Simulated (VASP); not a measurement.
W, 1 atom in the cell. The structure is cubic, space group Im-3m (No. 229). Conventional cell: a = 3.154 Å, b = 3.154 Å, c = 3.154 Å, α = 90.00°, β = 90.00°, γ = 90.00°. W (site symmetry m-3m) has 14 W at 2.73 to 3.15 Å within 3.6 Å. 

* Program: VASP 6.6.1
* Task: single point
* Functional: PBEsol
* Potentials or basis: VASP PAW PBE potentials, release 64 (W_sv)
* Cutoff: 520 eV
* k mesh: 12 × 12 × 12
* Occupations: fermi-dirac, width 0.05 eV
* Spin: no spin polarisation
* Dipole correction: no
* Further INCAR settings: ALGO = Fast; EDIFF = 1e-06; NBANDS = 13

Potentials or basis: VASP PAW PBE potentials, release 64 (W_sv).

Run with:

```bash
$ cat potpaw_PBE.64/W_sv/POTCAR > POTCAR
$ mpirun -np 1 vasp_std > vasp.out
```

Hardware: 1 thread of Intel(R) Xeon(R) Platinum 8375C CPU @ 2.90GHz (Ice Lake), on a shared host.

Question: Estimate the wall time of this run.

Answer: Wall time 7.9 s on 1 thread of Intel(R) Xeon(R) Platinum 8375C CPU @ 2.90GHz (Ice Lake) (shared host), peak memory 0.13 GiB. Counts: scf iterations 12, k points 72.
